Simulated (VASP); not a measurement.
A run of VASP 6.6.1 is set up as follows.

File POSCAR:

```
AgCl
1.0
   -0.0080422331      2.7731838126      2.7731838126
    2.7731838126     -0.0080422331      2.7731838126
    2.7651415796      2.7651415796      0.0000000000
Ag Cl
1 1
Direct
    0.0000000000      0.0000000000      0.0000000000
    0.5000000000      0.5000000000      0.5000000000
```

File INCAR.step1:

```
SYSTEM = AgCl
PREC = Accurate ; ENCUT = 520
ISMEAR = 0 ; SIGMA = 0.01
LREAL = .False. ; LASPH = .True.
NELM = 100 ; NBANDS = 16
GGA = PE ; ALGO = Normal
EDIFF = 1E-4 ; LWAVE = .True.
LCHARG = .False.
```

The input INCAR.step2:

```
SYSTEM = AgCl
PREC = Accurate ; ENCUT = 520
EDIFF = 1E-6 ; ISMEAR = 0
SIGMA = 0.01 ; LREAL = .False.
LASPH = .True. ; NELM = 100
ALGO = Normal ; ISIF = 2
LWAVE = .False. ; LCHARG = .False.
METAGGA = R2SCAN ; LMIXTAU = .True.
NBANDS = 16 ; ISTART = 1
```

The input KPOINTS:

```
regular mesh
0
Gamma
  8 8 8
  0 0 0
```

Potentials or basis: VASP PAW PBE potentials, release 64 (Ag, Cl).

Launch:

```console
$ cat potpaw_PBE.64/Ag/POTCAR potpaw_PBE.64/Cl/POTCAR > POTCAR
$ cp INCAR.step1 INCAR
$ mpirun -np 1 vasp_std > vasp.out
$ cp INCAR.step2 INCAR
$ mpirun -np 1 vasp_std > vasp.out
```

Question: What does it give for the band gap on the k mesh?

Answer: 1.42 eV, indirect (least direct gap 3.70 eV).

Question: Estimate the pressure.

Answer: -0.1 GPa.

Caveat: the cell differs from its parent crystal (shear xy strain -0.6%); the PAW data sets were made with another functional, which shifts forces and pressure a little. A k mesh can miss the band edges.
